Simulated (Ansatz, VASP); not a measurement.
# Lu2Sc3N: VASP beside Ansatz

```
Lu Sc N
1.0
     4.01983    0.00000    0.00000
    -2.00992    3.48128    0.00000
     0.00000    0.00000    9.43397
Lu Sc N
2 3 1
Cartesian
  2.0099 1.1604 2.3856
  2.0099 1.1604 7.0484
  0.0000 0.0000 4.7170
  0.0000 2.3209 0.0000
  0.0000 2.3209 4.7170
  0.0000 0.0000 0.0000
```

Change from the starting cell: species swapped into the Ce2NiGe3 type (P-6m2, No. 187).

Alike in both runs: functional PBE; k mesh 6 × 6 × 2; occupations gaussian, width 0.1 eV; no spin polarisation.

Ansatz relaxed the structure, and its values are those at the end. VASP's run is a single point on that final structure, the one shown.

```csv
,VASP,Ansatz
version,VASP 6.6.1,Ansatz 0.2.0
potentials or method,"VASP PAW PBE potentials, release 64 (Lu, Sc_sv, N), cutoff 520 eV","scalar-relativistic, plane waves, PAW"
valence electrons in the cell,88,88
```

|  | VASP | Ansatz | Ansatz less VASP |
| --- | --- | --- | --- |
| gap on the k mesh at the Fermi level (eV) | none | none | - |
| pressure (GPa) | 0.5 | 0.2 | -0.32 |
| rms of the force components (eV/Å) | 0.008 | 0.004 | -0.0046 |

A gap of «none» marks a metal or a gap that the smearing closes. The functional is the same, so the differences come from potentials, cutoffs and numerics.

Spin-orbit coupling is off throughout.
